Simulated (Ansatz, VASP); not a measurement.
**Hg in VASP and in Ansatz**

File INCAR:

```
  ALGO = Normal
  EDIFF = 1E-6
  ENCUT = 500
  GGA = PE
  GGA_COMPAT = F
  ISIF = 2
  ISMEAR = 0
  LASPH = T
  LCHARG = T
  LELF = T
  LREAL = F
  LVHAR = T
  LWAVE = F
  NBANDS = 12
  NELM = 120
  PREC = Accurate
  SIGMA = 0.05
```

KPOINTS

```
k-points
0
Gamma
  8 8 8
```

POSCAR

```
Hg
1.0
   -1.9288830719      1.9288830719      1.9288830719
    1.9288830719     -1.9288830719      1.9288830719
    1.9288830719      1.9288830719     -1.9288830719
Hg
1
Direct
    0.0000000000      0.0000000000      0.0000000000
```

Input for Ansatz:

```yaml
crystal:
  lattice:
    - [-1.9288830719, 1.9288830719, 1.9288830719]
    - [1.9288830719, -1.9288830719, 1.9288830719]
    - [1.9288830719, 1.9288830719, -1.9288830719]
  atoms:
    - { symbol: Hg, position: [0.0, 0.0, 0.0] }
basis:
  ecutwfc: 420
  ecutrho_ratio: 4
kpoints:
  mp_grid: { grid: [8, 8, 8] }
hamiltonian:
  xc: pbe
scf:
  occupations: { method: gaussian, width: 0.05 }
output:
  forces: true
  stress: true
  eigenvalues: true
```

Alike in both runs: task single point; functional PBE; k mesh 8 × 8 × 8; occupations gaussian, width 0.05 eV; no spin polarisation.

|  | VASP | Ansatz |
| --- | --- | --- |
| version | VASP 6.6.1 | Ansatz 0.2.0 |
| potentials or method | VASP PAW PBE potentials, release 64 (Hg), cutoff 500 eV | scalar-relativistic, plane waves, PAW |
| valence electrons in the cell | 12 | 20 |

```tsv
	VASP	Ansatz	Ansatz less VASP
gap on the k mesh at the Fermi level (eV)	none	none	-
pressure (GPa)	0.1	0.0	-0.09
```

A gap of «none» marks a metal or a gap that the smearing closes. VASP's potentials hold 12 valence electrons a cell and Ansatz's 20, so a difference there can come from the potentials and not from the codes.

Spin-orbit coupling is off throughout.
